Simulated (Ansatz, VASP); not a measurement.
**Two plane-wave programs on Mg**

```
Mg
1.0
     3.07461    0.00000    0.00000
    -1.53730    2.66269    0.00000
     0.00000    0.00000    6.32100
Mg
2
Cartesian
  0.0000 0.0000 1.5786
  0.0000 0.0000 4.7424
```

Alike in both runs: functional PBE; k mesh 6 × 6 × 4; occupations gaussian, width 0.1 eV; no spin polarisation.

Ansatz relaxed the structure, and its values are those at the end. VASP's run is a single point on that final structure, the one shown.

```csv
,VASP,Ansatz
version,VASP 6.6.1,Ansatz 0.2.0
potentials or method,"VASP PAW PBE potentials, release 64 (Mg), cutoff 520 eV","scalar-relativistic, plane waves, PAW"
valence electrons in the cell,4,20
```

VASP gave:

| Item | Value |
| --- | --- |
| gap on the k mesh at the Fermi level (eV) | none |
| pressure (GPa) | -0.1 |

Q: Estimate Ansatz's values.

A: gap on the k mesh at the Fermi level (eV): none; pressure (GPa): 0.0.

A gap of «none» marks a metal or a gap that the smearing closes. With one functional, cell and mesh, what is left measures potentials, basis and numerics. VASP's potentials hold 4 valence electrons a cell and Ansatz's 20, so a difference there can come from the potentials and not from the codes.

The k mesh is coarse, so the values compare programs but aren't converged.
